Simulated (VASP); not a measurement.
Runs of VASP 6.6.1 on ZnRh3. The structure is tetragonal, space group I4/mmm (No. 139). Conventional cell: a = 3.796 Å, b = 3.796 Å, c = 7.576 Å, α = 90.00°, β = 90.00°, γ = 90.00°. Within 3.5 Å of Zn (site symmetry 4/mmm) lie 12 Rh at 2.68 Å. Rh (site symmetry -4m2) has 4 Zn at 2.68 Å and 8 Rh at 2.68 Å within 3.5 Å. Rh (site symmetry 4/mmm) has 8 Rh at 2.68 Å and 4 Zn at 2.68 Å within 3.5 Å. 

```csv
k mesh,gap on the mesh (eV),pressure (GPa)
4 × 4 × 4,none,-8.6
7 × 7 × 7,none,-9.2
8 × 8 × 8,none,-9.2
10 × 10 × 10,none,-9.2
5 × 5 × 5,none,(a)
3 × 3 × 3,none,-10.0
```

Alike in all rows: task single point; level LDA; potentials or basis VASP PAW LDA potentials, release 64 (Zn, Rh_pv); no spin polarisation; cell as given; cutoff (eV) 520; smearing fermi-dirac 0.1 eV.

Question: Estimate the missing entries.

Answer: (a) -9.1.

Caveats: some runs use coarse meshes; the cell stands under tension (at least some runs).

A k mesh can miss the band edges, and the runs leave out spin-orbit coupling on Rh.

A gap of «none» marks levels without a gap at the run's occupations.
